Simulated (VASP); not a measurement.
# CaPtCl6 (R-3) in VASP: single point with LDA

Aim: the single point of CaPtCl6 with LDA.

Program: VASP 6.6.1. These are calculated values, not measurements. Logs are shortened: lines on timing, memory, paths and dates and some standing lists are left out, and cuts for length are marked.

**1. The cell of the first run**

The structure is trigonal, space group R-3 (No. 148). The conventional cell has a = 6.374 Å, b = 6.374 Å, c = 17.483 Å, α = 90.00°, β = 90.00°, γ = 120.00°. Within 3.7 Å of Ca (site symmetry -3) lie 6 Cl at 2.81 Å. Pt (site symmetry -3) has 6 Cl at 2.35 Å within 3.1 Å. Cl (site symmetry 1) has 1 Pt at 2.35 Å and 1 Ca at 2.81 Å within 3.1 Å.

**2. Single point, LDA**

The input, INCAR:

```
SYSTEM = CaPtCl6
PREC = Accurate
ENCUT = 520
EDIFF = 1E-7
ISMEAR = 0
SIGMA = 0.02
LREAL = .FALSE.
LASPH = .TRUE.
NELM = 60
ALGO = Normal
ISIF = 2
LWAVE = .FALSE.
LCHARG = .FALSE.
GGA = CA
NBANDS = 41
```

The input, KPOINTS:

```
regular mesh
0
G
  6 6 6
  0 0 0
```

The input, POSCAR:

```
CaPtCl6
1.0
    3.1871565445      1.8401056889      5.8276911771
   -3.1871565445      1.8401056889      5.8276911771
    0.0000000000     -3.6802113779      5.8276911771
Ca Pt Cl
1 1 6
Direct
    0.5000000000      0.5000000000      0.5000000000
    0.0000000000      0.0000000000      0.0000000000
    0.0549276585      0.3895682679      0.7874435221
    0.9450723415      0.6104317321      0.2125564779
    0.3895682679      0.7874435221      0.0549276585
    0.6104317321      0.2125564779      0.9450723415
    0.2125564779      0.9450723415      0.6104317321
    0.7874435221      0.0549276585      0.3895682679
```

Potentials or basis: VASP PAW LDA potentials, release 64 (Ca_sv, Pt, Cl).

Run with:

```bash
cat potpaw_LDA.64/Ca_sv/POTCAR potpaw_LDA.64/Pt/POTCAR potpaw_LDA.64/Cl/POTCAR > POTCAR
mpirun -np 1 vasp_std > vasp.out
```

OUTCAR:

```text
SYSTEM = CaPtCl6
   PREC = Accurate
   ENCUT = 520
   EDIFF = 1E-7
   ISMEAR = 0
   LREAL = .FALSE.
   LASPH = .TRUE.
   NELM = 60
   ISIF = 2
   GGA = CA

 ion  position               nearest neighbor table
   1  0.500  0.500  0.500-   7 2.81   8 2.81   3 2.81   4 2.81   5 2.81   6 2.81
   2  0.000  0.000  0.000-   5 2.35   6 2.35   3 2.35   4 2.35   7 2.35   8 2.35
   3  0.055  0.390  0.787-   2 2.35   1 2.81
   4  0.945  0.610  0.213-   2 2.35   1 2.81
   5  0.390  0.787  0.055-   2 2.35   1 2.81
   6  0.610  0.213  0.945-   2 2.35   1 2.81
   7  0.213  0.945  0.610-   2 2.35   1 2.81
   8  0.787  0.055  0.390-   2 2.35   1 2.81

  LATTYP: Found a trigonal (rhomboedric) cell.
 ALAT       =     6.8924553130
 COS(alpha) =     0.5723496141

  Lattice vectors:

 A1 = (   3.1871565445,   1.8401056889,   5.8276911771)
 A2 = (  -3.1871565445,   1.8401056889,   5.8276911771)
 A3 = (   0.0000000000,  -3.6802113779,   5.8276911771)

Analysis of symmetry for initial positions (statically):
=====================================================================
 Subroutine PRICEL returns:
 Original cell was already a primitive cell.

 Routine SETGRP: Setting up the symmetry group for a
 trigonal (rhombohedral) supercell.

 Subroutine GETGRP returns: Found  6 space group operations
 (whereof  6 operations were pure point group operations)
 out of a pool of 12 trial point group operations.

The static configuration has the point symmetry S_6 .

Analysis of symmetry for dynamics (positions and initial velocities):
=====================================================================
 Subroutine PRICEL returns:
 Original cell was already a primitive cell.

 Routine SETGRP: Setting up the symmetry group for a
 trigonal (rhombohedral) supercell.

 Subroutine GETGRP returns: Found  6 space group operations
 (whereof  6 operations were pure point group operations)
 out of a pool of 12 trial point group operations.

The dynamic configuration has the point symmetry S_6 .

 Subroutine INISYM returns: Found  6 space group operations
 (whereof  6 operations are pure point group operations),
 and found     1 'primitive' translations

----------------------------------------------------------------------------------------

                                     Primitive cell

  volume of cell :     205.0661

  direct lattice vectors                    reciprocal lattice vectors
     3.187156545  1.840105689  5.827691177     0.156879649  0.090574508  0.057198181
    -3.187156545  1.840105689  5.827691177    -0.156879649  0.090574508  0.057198181
     0.000000000 -3.680211378  5.827691177     0.000000000 -0.181149015  0.057198181

  length of vectors
     6.892455313  6.892455313  6.892455313     0.189964727  0.189964727  0.189964727

  position of ions in fractional coordinates (direct lattice)
     0.500000000  0.500000000  0.500000000
     0.000000000  0.000000000  0.000000000
     0.054927658  0.389568268  0.787443522
     0.945072342  0.610431732  0.212556478
     0.389568268  0.787443522  0.054927658
     0.610431732  0.212556478  0.945072342
     0.212556478  0.945072342  0.610431732
     0.787443522  0.054927658  0.389568268

  ion indices of the primitive-cell ions
   primitive index   ion index
                 1           1
                 2           2
                 3           3
                 4           4
                 5           5
                 6           6
                 7           7
                 8           8

----------------------------------------------------------------------------------------

 KPOINTS: regular mesh

Automatic generation of k-mesh.
 Grid dimensions read from file:
 generate k-points for:    6    6    6

 Generating k-lattice:

  Cartesian coordinates                     Fractional coordinates (reciprocal lattice)
     0.026146608  0.015095751  0.009533030     0.166666667  0.000000000  0.000000000
    -0.026146608  0.015095751  0.009533030     0.000000000  0.166666667  0.000000000
     0.000000000 -0.030191503  0.009533030     0.000000000  0.000000000  0.166666667

  Length of vectors
     0.031660788  0.031660788  0.031660788

  Shift w.r.t. Gamma in fractional coordinates (k-lattice)
     0.000000000  0.000000000  0.000000000

 Subroutine IBZKPT returns following result:
 ===========================================

 Found     40 irreducible k-points:

 Following reciprocal coordinates:
            Coordinates               Weight
  0.000000  0.000000  0.000000      1.000000
  0.166667  0.000000  0.000000      6.000000
  0.333333  0.000000  0.000000      6.000000
  0.500000  0.000000 -0.000000      3.000000
  0.166667  0.166667  0.000000      6.000000
  0.333333  0.166667 -0.000000      6.000000
[... 16 lines left out ...]
  0.333333  0.333333  0.166667      6.000000
  0.500000  0.333333  0.166667      6.000000
 [... further k-points ...]
   k-points           NKPTS =     40   k-points in BZ     NKDIM =     40   number of bands    NBANDS=     41
   number of dos      NEDOS =    301   number of ions     NIONS =      8
   total plane-waves  NPLWV = 157464
   dimension x,y,z NGX =    54 NGY =   54 NGZ =   54
   dimension x,y,z NGXF=   108 NGYF=  108 NGZF=  108
   ions per type =               1   1   6
   NGX,Y,Z   is equivalent  to a cutoff of  13.02, 13.02, 13.02 a.u.
   NGXF,Y,Z  is equivalent  to a cutoff of  26.05, 26.05, 26.05 a.u.
 SYSTEM =  CaPtCl6
   PREC   = accura    normal or accurate (medium, high low for compatibility)
   ISTART =      0    job   : 0-new  1-cont  2-samecut
   ICHARG =      2    charge: 1-file 2-atom 10-const
   ISPIN  =      1    spin polarized calculation?
   LNONCOLLINEAR =      F non collinear calculations
   LSORBIT =      F    spin-orbit coupling
   LASPH  =      T    aspherical Exc in radial PAW
   ENCUT  =  520.0 eV  38.22 Ry    6.18 a.u.  12.82 12.82 12.82*2*pi/ulx,y,z
   NELM   =     60;   NELMIN=  2; NELMDL= -5     # of ELM steps
   EDIFF  = 0.1E-06   stopping-criterion for ELM
   LREAL  =      F    real-space projection
   EDIFFG = 0.1E-05   stopping-criterion for IOM
   NSW    =      0    number of steps for IOM
   IBRION =     -1    ionic relax: 0-MD 1-quasi-New 2-CG
   NFREE  =      0    steps in history (QN), initial steepest desc. (CG)
   ISIF   =      2    stress and relaxation
   ISYM   =      2    0-nonsym 1-usesym 2-fastsym
   POTIM  = 0.5000    time-step for ionic-motion
   TEBEG  =    0.0;   TEEND  =   0.0 temperature during run
   PSTRESS=    0.0 pullay stress
   NELECT =      62.0000    total number of electrons
   NUPDOWN=      -1.0000    fix difference up-down
   EMIN   =  10.00;   EMAX   =-10.00  energy-range for DOS
   EFERMI =   0.00;   METHOD = LEGACY
   ISMEAR =     0;   SIGMA  =   0.02  broadening in eV -4-tet -1-fermi 0-gaus
   EFERMI_NEDOS =   21; number of points for ismear=-14 and -15
   IALGO  =     38    algorithm
   IMIX   =      4    mixing-type and parameters
     AMIX     =   0.40;   BMIX     =  1.00
     AMIX_MAG =   1.60;   BMIX_MAG =  1.00
  volume/ion in A,a.u.               =      25.63       172.98
  Fermi-wavevector in a.u.,A,eV,Ry     =   1.098772  2.076377 16.426300  1.207299
  Thomas-Fermi vector in A             =   2.235155
   LORBIT       =      0    0 simple, 1 ext, 2 COOP (PROOUT), +10 PAW based schemes
   GGA     = CA    functional components
   LHFCALC =     F    Hartree Fock is set to
   AEXX    =    0.0000 exact exchange contribution
   IVDW    =     0    specifies the selected vdW correction
   LEPSILON=     F    determine dielectric tensor
   LRPA    =     F    only Hartree local field effects (RPA)
 non-spin polarized calculation
 Gauss-broadening in eV      SIGMA  =   0.02
  energy-cutoff  :      520.00
  volume of cell :      205.07
 maximum number of plane-waves:      5558
 NGX is ok and might be reduce to    54
   NGX = 25   NGY = 25   NGZ = 25

 number of electron      61.9999990 magnetization

 Free energy of the ion-electron system (eV)
  ---------------------------------------------------
  ext. energy  EPLUGINS =         0.00000000
  ---------------------------------------------------
  free energy    TOTEN  =       -32.28052668 eV

  energy without entropy =      -32.28052668  energy(sigma->0) =      -32.28052668

 E-fermi :   0.8305     XC(G=0):  -9.0472

 val. band max:        0.6637039134   @ k =   0.5000   0.0000  -0.0000
 cond. band min:       2.2152099828   @ k =   0.5000   0.5000  -0.0000
 fundamental gap:      1.5515060693
 Fermi energy:         0.8304974118

 k-point     1 :       0.0000    0.0000    0.0000
  band No.  band energies     occupation
      1     -38.4348      2.00000
      2     -19.7539      2.00000
      3     -19.7539      2.00000
      4     -19.7225      2.00000
      5     -13.8654      2.00000
      6     -13.0085      2.00000
[... 33 lines left out ...]
     40       7.7721      0.00000
     41       8.5916      0.00000

 k-point     2 :       0.1667    0.0000    0.0000
  band No.  band energies     occupation
      1     -38.4348      2.00000
      2     -19.7543      2.00000
      3     -19.7540      2.00000
      4     -19.7225      2.00000
      5     -13.8197      2.00000
      6     -13.0156      2.00000
[... 33 lines left out ...]
     40       8.1062      0.00000
     41       8.1682      0.00000

 k-point     3 :       0.3333    0.0000    0.0000
  band No.  band energies     occupation
      1     -38.4348      2.00000
      2     -19.7552      2.00000
      3     -19.7542      2.00000
      4     -19.7224      2.00000
      5     -13.7093      2.00000
      6     -13.0421      2.00000
[... 875 lines left out ...]
      2     -19.7542      2.00000
      3     -19.7541      2.00000
      4     -19.7229      2.00000
      5     -13.7380      2.00000
      6     -13.0206      2.00000
[... 33 lines left out ...]
     40       7.9882      0.00000
     41       8.2896      0.00000

 k-point    24 :       0.5000    0.3333    0.1667
  band No.  band energies     occupation
      1     -38.4348      2.00000
      2     -19.7548      2.00000
      3     -19.7543      2.00000
      4     -19.7228      2.00000
      5     -13.6644      2.00000
      6     -13.0440      2.00000
[... 33 lines left out ...]
     40       7.9435      0.00000
     41       8.6422      0.00000

 [... further k-points ...]

------------------------ aborting loop because EDIFF is reached ----------------------------------------

  FORCE on cell =-STRESS in cart. coord.  units (eV):
  Direction    XX          YY          ZZ          XY          YZ          ZX
  --------------------------------------------------------------------------------------
  -------------------------------------------------------------------------------------
  Total       -5.8616656     -5.8616656     -5.9045632      0.0000004      0.0000000      0.0000000
  in kB      -45.7970686    -45.7970686    -46.1322265      0.0000029      0.0000000      0.0000000
  external PRESSURE =     -45.9087879 kB  Pullay stress =       0.0000000 kB

 VOLUME and BASIS-vectors are now :
 -----------------------------------------------------------------------------
  energy-cutoff  :      520.00
  volume of cell :      205.07
      direct lattice vectors                 reciprocal lattice vectors
     3.187156545  1.840105689  5.827691177     0.156879649  0.090574508  0.057198181
    -3.187156545  1.840105689  5.827691177    -0.156879649  0.090574508  0.057198181
     0.000000000 -3.680211378  5.827691177     0.000000000 -0.181149015  0.057198181

 POSITION                                       TOTAL-FORCE (eV/Angst)
 -----------------------------------------------------------------------------------
      0.00000     -0.00000      8.74154         0.000000     -0.000000      0.000000
      0.00000      0.00000      0.00000         0.000000     -0.000000      0.000000
     -1.06655     -2.08004      7.17936         0.222574     -0.237792     -0.190525
      1.06655      2.08004     10.30371        -0.222574      0.237792      0.190525
     -1.26809      1.96368      7.17936        -0.317221     -0.073859     -0.190525
      1.26809     -1.96368     10.30371         0.317221      0.073859      0.190525
     -2.33464     -0.11636     10.30371        -0.094647     -0.311651      0.190525
      2.33464      0.11636      7.17936         0.094647      0.311651     -0.190525
 -----------------------------------------------------------------------------------
    total drift:                                0.000000     -0.000000      0.000000

  FREE ENERGIE OF THE ION-ELECTRON SYSTEM (eV)
  ---------------------------------------------------
  free  energy   TOTEN  =       -32.2805266753 eV

  energy  without entropy=      -32.2805266753  energy(sigma->0) =      -32.28052668
```

It took 5.6 min on 1 thread of Intel Xeon Platinum 8488C (Sapphire Rapids), shared host; peak memory 0.48 GiB.

What came out:

| Quantity | Value |
| --- | --- |
| Free energy | -32.2805 eV |
| Pressure | -4.6 GPa |
| Largest force | 0.377 eV/Å |
| Band gap on the k mesh | 1.55 eV (least direct gap 1.60 eV) |

Forces in eV/Å, atoms in the order of the input:
```
Ca   0.000  0.000  0.000
Pt   0.000  0.000  0.000
Cl   0.223 -0.238 -0.191
Cl  -0.223  0.238  0.191
Cl  -0.317 -0.074 -0.191
Cl   0.317  0.074  0.191
Cl  -0.095 -0.312  0.191
Cl   0.095  0.312 -0.191
```

Caveat: the cell stands under tension; spin-orbit coupling is left out, which moves the levels of the heavy elements.
